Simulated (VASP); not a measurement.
# Ga3BAs4 (Pmm2) in VASP: further runs

The runs below take Ga3BAs4 through single point, with PBE, r2SCAN.

Program: VASP 6.6.1. These are calculated values, not measurements. Logs are shortened: lines on timing, memory, paths and dates and some standing lists are left out, and cuts for length are marked.

**1. The cell of the first run**

It takes space group Pmm2 (No. 25, orthorhombic). Conventional cell: a = 3.878 Å, b = 7.794 Å, c = 5.541 Å, α = 90.00°, β = 90.00°, γ = 90.00°. B (site symmetry mm2) has 4 As at 2.11 to 2.25 Å within 2.8 Å. Within 3.0 Å of As (site symmetry mm2) lie 2 B at 2.25 Å and 2 Ga at 2.47 Å. Within 2.8 Å of As (site symmetry m) lie 1 B at 2.11 Å and 3 Ga at 2.45 to 2.53 Å. As (site symmetry mm2) has 4 Ga at 2.44 Å within 3.2 Å. Within 3.2 Å of Ga (site symmetry m) lie 4 As at 2.44 to 2.47 Å. Within 3.2 Å of Ga (site symmetry mm2) lie 4 As at 2.44 to 2.53 Å.

**2. Single point, PBE**

File INCAR:

```
PREC = Accurate
ENCUT = 520
EDIFF = 1E-7
ISMEAR = -1
SIGMA = 0.02
LREAL = F
LASPH = T
NELM = 100
ALGO = Normal
ISIF = 2
LWAVE = F
LCHARG = T
GGA = PE
LELF = T
LVHAR = T
NBANDS = 41
```

File KPOINTS:

```
Automatic mesh
0
Gamma
  6 4 4
```

File POSCAR:

```
Ga3BAs4
1.0
    3.8779264798      0.0000000000      0.0000000000
    0.0000000000      7.7935088866      0.0000000000
    0.0000000000      0.0000000000      5.5414655658
B As Ga
1 4 3
Direct
    0.0000000000      0.0000000000     -0.0117439961
    0.5000000000      0.0000000000      0.1944773856
    0.0000000000      0.2223308059      0.7701581121
    0.5000000000      0.5000000000      0.2730678046
    0.0000000000      0.7776691941      0.7701581121
    0.5000000000      0.2306848225      0.4991479462
    0.0000000000      0.5000000000      0.0055866895
    0.5000000000      0.7693151775      0.4991479462
```

Potentials or basis: VASP PAW PBE potentials, release 64 (B, As, Ga_d).

On the command line:

```
$ cat potpaw_PBE.64/B/POTCAR potpaw_PBE.64/As/POTCAR potpaw_PBE.64/Ga_d/POTCAR > POTCAR
$ mpirun -np 1 vasp_std > vasp.out
```

OUTCAR:

```text
PREC = Accurate
   ENCUT = 520
   EDIFF = 1E-7
   ISMEAR = -1
   LREAL = F
   LASPH = T
   NELM = 100
   ISIF = 2
   GGA = PE

 ion  position               nearest neighbor table
   1  0.000  0.000  0.988-   3 2.11   5 2.11   2 2.25   2 2.25
   2  0.500  0.000  0.194-   1 2.25   1 2.25   8 2.47   6 2.47
   3  0.000  0.222  0.770-   1 2.11   6 2.45   6 2.45   7 2.53
   4  0.500  0.500  0.273-   7 2.44   7 2.44   8 2.44   6 2.44
   5  0.000  0.778  0.770-   1 2.11   8 2.45   8 2.45   7 2.53
   6  0.500  0.231  0.499-   4 2.44   3 2.45   3 2.45   2 2.47
   7  0.000  0.500  0.006-   4 2.44   4 2.44   5 2.53   3 2.53
   8  0.500  0.769  0.499-   4 2.44   5 2.45   5 2.45   2 2.47

  LATTYP: Found a simple orthorhombic cell.
 ALAT       =     3.8779264798
 B/A-ratio  =     1.4289764375
 C/A-ratio  =     2.0097103251

  Lattice vectors:

 A1 = (  -3.8779264798,   0.0000000000,   0.0000000000)
 A2 = (   0.0000000000,   0.0000000000,   5.5414655658)
 A3 = (   0.0000000000,   7.7935088866,   0.0000000000)

Analysis of symmetry for initial positions (statically):
=====================================================================
 Subroutine PRICEL returns:
 Original cell was already a primitive cell.

 Routine SETGRP: Setting up the symmetry group for a
 simple orthorhombic supercell.

 Subroutine GETGRP returns: Found  4 space group operations
 (whereof  4 operations were pure point group operations)
 out of a pool of  8 trial point group operations.

The static configuration has the point symmetry C_2v.

Analysis of symmetry for dynamics (positions and initial velocities):
=====================================================================
 Subroutine PRICEL returns:
 Original cell was already a primitive cell.

 Routine SETGRP: Setting up the symmetry group for a
 simple orthorhombic supercell.

 Subroutine GETGRP returns: Found  4 space group operations
 (whereof  4 operations were pure point group operations)
 out of a pool of  8 trial point group operations.

The dynamic configuration has the point symmetry C_2v.

 Subroutine INISYM returns: Found  4 space group operations
 (whereof  4 operations are pure point group operations),
 and found     1 'primitive' translations

----------------------------------------------------------------------------------------

                                     Primitive cell

  volume of cell :     167.4778

  direct lattice vectors                    reciprocal lattice vectors
     3.877926480  0.000000000  0.000000000     0.257869768  0.000000000  0.000000000
     0.000000000  7.793508887  0.000000000     0.000000000  0.128311909  0.000000000
     0.000000000  0.000000000  5.541465566     0.000000000  0.000000000  0.180457676

  length of vectors
     3.877926480  7.793508887  5.541465566     0.257869768  0.128311909  0.180457676

  position of ions in fractional coordinates (direct lattice)
     0.000000000  0.000000000  0.988256004
     0.500000000  0.000000000  0.194477386
     0.000000000  0.222330806  0.770158112
     0.500000000  0.500000000  0.273067805
     0.000000000  0.777669194  0.770158112
     0.500000000  0.230684823  0.499147946
     0.000000000  0.500000000  0.005586689
     0.500000000  0.769315177  0.499147946

  ion indices of the primitive-cell ions
   primitive index   ion index
                 1           1
                 2           2
                 3           3
                 4           4
                 5           5
                 6           6
                 7           7
                 8           8

----------------------------------------------------------------------------------------

 KPOINTS: Automatic mesh

Automatic generation of k-mesh.
 Grid dimensions read from file:
 generate k-points for:    6    4    4

 Generating k-lattice:

  Cartesian coordinates                     Fractional coordinates (reciprocal lattice)
     0.042978295  0.000000000  0.000000000     0.166666667  0.000000000  0.000000000
     0.000000000  0.032077977  0.000000000     0.000000000  0.250000000  0.000000000
     0.000000000  0.000000000  0.045114419     0.000000000  0.000000000  0.250000000

  Length of vectors
     0.042978295  0.032077977  0.045114419

  Shift w.r.t. Gamma in fractional coordinates (k-lattice)
     0.000000000  0.000000000  0.000000000

 Subroutine IBZKPT returns following result:
 ===========================================

 Found     36 irreducible k-points:

 Following reciprocal coordinates:
            Coordinates               Weight
  0.000000  0.000000  0.000000      1.000000
  0.166667  0.000000  0.000000      2.000000
  0.333333  0.000000  0.000000      2.000000
  0.500000  0.000000  0.000000      1.000000
  0.000000  0.250000  0.000000      2.000000
  0.166667  0.250000  0.000000      4.000000
[... 16 lines left out ...]
  0.333333  0.500000  0.250000      4.000000
  0.500000  0.500000  0.250000      2.000000
 [... further k-points ...]
[... 40 lines left out ...]
  Fermi-wavevector in a.u.,A,eV,Ry     =   1.175492  2.221358 18.800275  1.381781
  Thomas-Fermi vector in A             =   2.311872
   LORBIT       =      0    0 simple, 1 ext, 2 COOP (PROOUT), +10 PAW based schemes
   GGA     = PE    functional components
   LHFCALC =     F    Hartree Fock is set to
   AEXX    =    0.0000 exact exchange contribution
   IVDW    =     0    specifies the selected vdW correction
   LEPSILON=     F    determine dielectric tensor
   LRPA    =     F    only Hartree local field effects (RPA)
 non-spin polarized calculation
  energy-cutoff  :      520.00
  volume of cell :      167.48
 maximum number of plane-waves:      4544
 NGX is ok and might be reduce to    30
   NGX = 15   NGY = 29   NGZ = 21

 number of electron      61.9999987 magnetization

 Free energy of the ion-electron system (eV)
  ---------------------------------------------------
  ext. energy  EPLUGINS =         0.00000000
  ---------------------------------------------------
  free energy    TOTEN  =       -35.40294554 eV

  energy without entropy =      -35.40294511  energy(sigma->0) =      -35.40294532

 E-fermi :   4.4886     XC(G=0):  -9.6698

 val. band max:        4.2862379154   @ k =   0.0000   0.0000   0.0000
 cond. band min:       4.6906746929   @ k =   0.0000   0.0000   0.5000
 fundamental gap:      0.4044367775
 Fermi energy:         4.4886233222

 k-point     1 :       0.0000    0.0000    0.0000
  band No.  band energies     occupation
      1     -10.8433      2.00000
      2     -10.7851      2.00000
      3     -10.7687      2.00000
      4     -10.7383      2.00000
      5     -10.7303      2.00000
      6     -10.7115      2.00000
[... 33 lines left out ...]
     40       9.2555      0.00000
     41       9.5079      0.00000

 k-point     2 :       0.1667    0.0000    0.0000
  band No.  band energies     occupation
      1     -10.8453      2.00000
      2     -10.7877      2.00000
      3     -10.7776      2.00000
      4     -10.7306      2.00000
      5     -10.7256      2.00000
      6     -10.7070      2.00000
[... 33 lines left out ...]
     40       8.1609      0.00000
     41       8.9644      0.00000

 k-point     3 :       0.3333    0.0000    0.0000
  band No.  band energies     occupation
      1     -10.8581      2.00000
      2     -10.7947      2.00000
      3     -10.7836      2.00000
      4     -10.7209      2.00000
      5     -10.7138      2.00000
      6     -10.7119      2.00000
[... 33 lines left out ...]
     40       9.2498      0.00000
     41       9.9125      0.00000

 k-point     4 :       0.5000    0.0000    0.0000
  band No.  band energies     occupation
      1     -10.8669      2.00000
      2     -10.7990      2.00000
      3     -10.7846      2.00000
      4     -10.7190      2.00000
      5     -10.7156      2.00000
      6     -10.7057      2.00000
[... 825 lines left out ...]
     40       9.0068      0.00000
     41       9.4986      0.00000

 k-point    23 :       0.3333    0.5000    0.2500
  band No.  band energies     occupation
      1     -10.8537      2.00000
      2     -10.7986      2.00000
      3     -10.7773      2.00000
      4     -10.7199      2.00000
      5     -10.7196      2.00000
      6     -10.7108      2.00000
[... 33 lines left out ...]
     40       9.5943      0.00000
     41       9.9234      0.00000

 k-point    24 :       0.5000    0.5000    0.2500
  band No.  band energies     occupation
      1     -10.8638      2.00000
      2     -10.8023      2.00000
      3     -10.7780      2.00000
      4     -10.7196      2.00000
      5     -10.7194      2.00000
      6     -10.7050      2.00000
[... 33 lines left out ...]
     40       9.4058      0.00000
     41       9.8507      0.00000

 [... further k-points ...]
[... 5 lines left out ...]
  --------------------------------------------------------------------------------------
  -------------------------------------------------------------------------------------
  Total        0.2041116      0.2253528      0.2179782      0.0000000      0.0000000      0.0000000
  in kB        1.9526348      2.1558392      2.0852893      0.0000000      0.0000000      0.0000000
  external PRESSURE =       2.0645877 kB  Pullay stress =       0.0000000 kB

 VOLUME and BASIS-vectors are now :
 -----------------------------------------------------------------------------
  energy-cutoff  :      520.00
  volume of cell :      167.48
      direct lattice vectors                 reciprocal lattice vectors
     3.877926480  0.000000000  0.000000000     0.257869768  0.000000000  0.000000000
     0.000000000  7.793508887  0.000000000     0.000000000  0.128311909  0.000000000
     0.000000000  0.000000000  5.541465566     0.000000000  0.000000000  0.180457676

 POSITION                                       TOTAL-FORCE (eV/Angst)
 -----------------------------------------------------------------------------------
      0.00000      0.00000      5.47639        -0.000000      0.000000      0.025536
      1.93896      0.00000      1.07769        -0.000000      0.000000     -0.004165
      0.00000      1.73274      4.26780        -0.000000      0.014766     -0.009108
      1.93896      3.89675      1.51320        -0.000000      0.000000      0.002839
      0.00000      6.06077      4.26780        -0.000000     -0.014766     -0.009108
      1.93896      1.79784      2.76601         0.000000     -0.001217     -0.000810
      0.00000      3.89675      0.03096        -0.000000      0.000000     -0.004373
      1.93896      5.99566      2.76601         0.000000      0.001217     -0.000810
 -----------------------------------------------------------------------------------
    total drift:                                0.000000      0.000000     -0.000321

  FREE ENERGIE OF THE ION-ELECTRON SYSTEM (eV)
  ---------------------------------------------------
  free  energy   TOTEN  =       -35.4029455356 eV

  energy  without entropy=      -35.4029451123  energy(sigma->0) =      -35.40294532
```

It took 3.5 min on 1 thread of Oxide Virtual Turin-like, shared host; peak memory 0.35 GiB.

Results:

```
Free energy            : -35.4029 eV
Pressure               : 0.2 GPa
Largest force          : 0.026 eV/Å
Band gap on the k mesh : 0.40 eV (least direct gap 0.45 eV)
```

Forces on the atoms (eV/Å):
```
B    0.000  0.000  0.026
As   0.000  0.000 -0.004
As   0.000  0.015 -0.009
As   0.000  0.000  0.003
As   0.000 -0.015 -0.009
Ga   0.000 -0.001 -0.001
Ga   0.000  0.000 -0.004
Ga   0.000  0.001 -0.001
```

Caveat: semilocal functionals underestimate gaps, and a narrow one can read as zero.

**3. Single point, PBE**

This run uses another cell than the first one, of 20.24 Å³/atom.

File INCAR:

```
ALGO = Normal
EDIFF = 1E-6
ENCUT = 520
GGA = PE
ISIF = 2
ISMEAR = -1
LASPH = T
LCHARG = T
LELF = T
LREAL = F
LVHAR = T
LWAVE = F
NBANDS = 41
NELM = 100
PREC = Accurate
SIGMA = 0.02
```

File KPOINTS:

```
k-points
0
Gamma
  6 4 6
```

File POSCAR:

```
Ga3BAs4
1.0
    3.8360831369      0.0000000000      0.0000000000
    0.0000000000      7.7065298898      0.0000000000
    0.0000000000      0.0000000000      5.4778498202
B As Ga
1 4 3
Direct
    0.0000000000      0.0000000000     -0.0108992603
    0.5000000000      0.0000000000      0.1978219367
    0.0000000000      0.2237292169      0.7692049657
    0.5000000000      0.5000000000      0.2715057577
    0.0000000000      0.7762707831      0.7692049657
    0.5000000000      0.2319916349      0.4992217355
    0.0000000000      0.5000000000      0.0047181639
    0.5000000000      0.7680083651      0.4992217355
```

Potentials or basis: VASP PAW PBE potentials, release 64 (B, As, Ga_d).

On the command line:

```
$ cat potpaw_PBE.64/B/POTCAR potpaw_PBE.64/As/POTCAR potpaw_PBE.64/Ga_d/POTCAR > POTCAR
$ mpirun -np 1 vasp_std > vasp.out
```

It took 5.1 min on 1 thread of Oxide Virtual Turin-like, shared host; peak memory 0.39 GiB.

Results (log left out):

| Item | Value |
| --- | --- |
| Free energy | -35.3484 eV |
| Pressure | 2.9 GPa |
| Largest force | 0.250 eV/Å |
| Band gap on the k mesh | 0.49 eV (least direct gap 0.65 eV) |

Forces in eV/Å, atoms in the order of the input:
```
B    0.000  0.000  0.086
As   0.000  0.000 -0.250
As   0.000 -0.081  0.100
As   0.000  0.000  0.047
As   0.000  0.081  0.100
Ga   0.000 -0.023 -0.003
Ga   0.000  0.000 -0.077
Ga   0.000  0.023 -0.003
```

Stress tensor (GPa, compression positive):
```
2.78 0.00 0.00
0.00 2.89 0.00
0.00 0.00 2.96
```

Levels at points of the mesh, in eV from the valence-band top:
| k point | band 28 | band 29 | band 30 | band 31 | band 32 | band 33 | band 34 | band 35 |
| --- | --- | --- | --- | --- | --- | --- | --- | --- |
| (0.00, 0.00, 0.00) | -1.14 | -0.31 | -0.21 | 0.00 | 0.65 | 0.79 | 1.46 | 2.44 |
| (0.50, 0.00, 0.00) | -3.02 | -2.94 | -1.81 | -1.26 | 1.04 | 1.16 | 1.25 | 1.40 |
| (0.00, 0.50, 0.00) | -1.89 | -1.56 | -0.48 | -0.19 | 0.81 | 2.25 | 2.32 | 2.75 |
| (0.50, 0.50, 0.00) | -3.21 | -2.89 | -2.77 | -2.54 | 2.05 | 2.29 | 2.29 | 2.62 |
| (0.00, 0.00, 0.50) | -1.63 | -1.27 | -1.23 | -1.03 | 0.49 | 1.22 | 1.59 | 1.82 |
| (0.50, 0.00, 0.50) | -1.85 | -1.53 | -1.45 | -1.08 | 0.71 | 0.98 | 3.62 | 3.91 |
| (0.00, 0.50, 0.50) | -1.69 | -1.39 | -1.37 | -1.27 | 1.35 | 2.29 | 2.52 | 2.62 |
| (0.50, 0.50, 0.50) | -2.38 | -2.36 | -2.33 | -2.27 | 2.50 | 2.59 | 2.85 | 3.17 |

Caveat: semilocal functionals underestimate gaps, and a narrow one can read as zero. A k mesh can miss the band edges.

**4. Single point, r2SCAN**

This run uses another cell than the first one, of 20.24 Å³/atom.

POSCAR is that of step 3.

File INCAR.step1:

```
SYSTEM = Ga3BAs4
PREC     = Accurate       ! precision mode
ENCUT    = 520            ! plane-wave cutoff, eV
ISMEAR   = -1             ! smearing method
SIGMA    = 0.02           ! smearing width, eV
LREAL    = .False.        ! projectors in reciprocal space
LASPH    = .True.         ! aspherical terms in the spheres
NELM     = 60             ! most SCF steps
NBANDS   = 41             ! bands
GGA      = PE             ! functional
ALGO     = Normal         ! electronic algorithm
EDIFF    = 1E-4           ! SCF threshold, eV
LWAVE    = .True.         ! write WAVECAR
LCHARG   = .False.        ! write CHGCAR
```

File INCAR.step2:

```
SYSTEM = Ga3BAs4
PREC     = Accurate       ! precision mode
ENCUT    = 520            ! plane-wave cutoff, eV
EDIFF    = 1E-7           ! SCF threshold, eV
ISMEAR   = -1             ! smearing method
SIGMA    = 0.02           ! smearing width, eV
LREAL    = .False.        ! projectors in reciprocal space
LASPH    = .True.         ! aspherical terms in the spheres
NELM     = 60             ! most SCF steps
ALGO     = Normal         ! electronic algorithm
ISIF     = 2              ! what is computed and relaxed
LWAVE    = .False.        ! write WAVECAR
LCHARG   = .False.        ! write CHGCAR
METAGGA  = R2SCAN         ! meta-GGA
LMIXTAU  = .True.       
NBANDS   = 41             ! bands
ISTART   = 1
```

File KPOINTS:

```
Automatic mesh
0
Gamma
  6 4 4
  0 0 0
```

On the command line:

```
$ cat potpaw_PBE.64/B/POTCAR potpaw_PBE.64/As/POTCAR potpaw_PBE.64/Ga_d/POTCAR > POTCAR
$ cp INCAR.step1 INCAR
$ mpirun -np 1 vasp_std > vasp.out
$ cp INCAR.step2 INCAR
$ mpirun -np 1 vasp_std > vasp.out
```

Wall time 15 min (1 thread of Oxide Virtual Turin-like, shared host); peak memory 0.38 GiB.

The run converged. Its results:

| Item | Value |
| --- | --- |
| Free energy | -102.5734 eV |
| Pressure | 0.1 GPa |
| Largest force | 0.015 eV/Å |
| Band gap on the k mesh | 0.75 eV (least direct gap 0.95 eV) |

Forces on the atoms (eV/Å):
```
B    0.000  0.000  0.015
As   0.000  0.000 -0.008
As   0.000  0.003 -0.002
As   0.000  0.000  0.005
As   0.000 -0.003 -0.002
Ga   0.000 -0.005  0.002
Ga   0.000  0.000 -0.011
Ga   0.000  0.005  0.002
```

Levels at points of the mesh, in eV from the valence-band top:
```csv
k point,band 29,band 30,band 31,band 32,band 33,band 34
"(0.00, 0.00, 0.00)",-0.30,-0.21,0.00,0.95,1.10,1.83
"(0.50, 0.00, 0.00)",-3.06,-1.88,-1.30,1.32,1.44,1.54
"(0.00, 0.50, 0.00)",-1.58,-0.49,-0.20,1.06,2.59,2.70
"(0.50, 0.50, 0.00)",-2.98,-2.86,-2.63,2.33,2.59,2.59
"(0.00, 0.00, 0.50)",-1.33,-1.28,-1.08,0.75,1.60,1.85
"(0.50, 0.00, 0.50)",-1.58,-1.51,-1.13,1.02,1.35,3.95
"(0.00, 0.50, 0.50)",-1.44,-1.42,-1.32,1.60,2.66,2.89
"(0.50, 0.50, 0.50)",-2.42,-2.42,-2.35,2.87,2.95,3.13
```

Caveat: semilocal functionals underestimate gaps, and a narrow one can read as zero; the PAW data sets were made with another functional, which shifts forces and pressure a little. A k mesh can miss the band edges.

**5. The runs side by side**

| level | cell | k mesh | gap on the mesh (eV) | pressure (GPa) | largest force (eV/Å) |
| --- | --- | --- | --- | --- | --- |
| PBE | a = 3.878, b = 7.794, c = 5.541 Å, 8 atoms, atomic positions A | 6 × 4 × 4 | 0.40 | 0.2 | 0.03 |
| PBE | a = 3.836, b = 7.707, c = 5.478 Å, 8 atoms, atomic positions B | 6 × 4 × 6 | 0.49 | 2.9 | 0.25 |
| r2SCAN | a = 3.836, b = 7.707, c = 5.478 Å, 8 atoms, atomic positions B | 6 × 4 × 4 | 0.75 | 0.1 | 0.01 |

Alike in all rows: task single point; potentials or basis VASP PAW PBE potentials, release 64 (B, As, Ga_d); no spin polarisation; cutoff (eV) 520; smearing fermi-dirac 0.02 eV.

Caveats: semilocal functionals underestimate gaps, and a narrow one can read as zero; the PAW data sets were made with another functional, which shifts forces and pressure a little (at least some runs).

Absolute energies hang on the potentials; compare differences alone.
